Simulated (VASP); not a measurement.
W, 4 atoms in the cell. Symmetry: C2/m, No. 12, monoclinic system. The conventional cell has a = 3.195 Å, b = 4.518 Å, c = 9.058 Å, α = 90.00°, β = 94.04°, γ = 90.00°. Within 3.3 Å of W (site symmetry m) lie 14 W at 2.45 to 3.26 Å. W (site symmetry m) has 14 W at 2.77 to 3.19 Å within 3.6 Å. 

```yaml
Program: VASP 6.6.1
Task: single point
Functional: PBE
Potentials_or_basis: VASP PAW PBE potentials, release 64 (W_sv)
Cutoff: 520 eV
k_mesh: 18 × 18 × 5
Occupations: gaussian, width 0.15 eV
Spin: no spin polarisation
Dipole_correction: no
Further_INCAR_settings: ALGO = Fast; EDIFF = 1e-06; NBANDS = 36
```

Potentials or basis: VASP PAW PBE potentials, release 64 (W_sv).

Launch:

```bash
$ cat potpaw_PBE.64/W_sv/POTCAR > POTCAR
$ mpirun -np 1 vasp_std > vasp.out
```

Hardware: 1 thread of AMD EPYC 9R45 96-Core Processor (Zen 5), with other jobs on the host.

Estimate the wall time of this run.

Run time: 10 min on 1 thread of AMD EPYC 9R45 96-Core Processor (Zen 5), on a shared host, peak memory 0.7 GiB. Counts: scf iterations 14, k points 433.
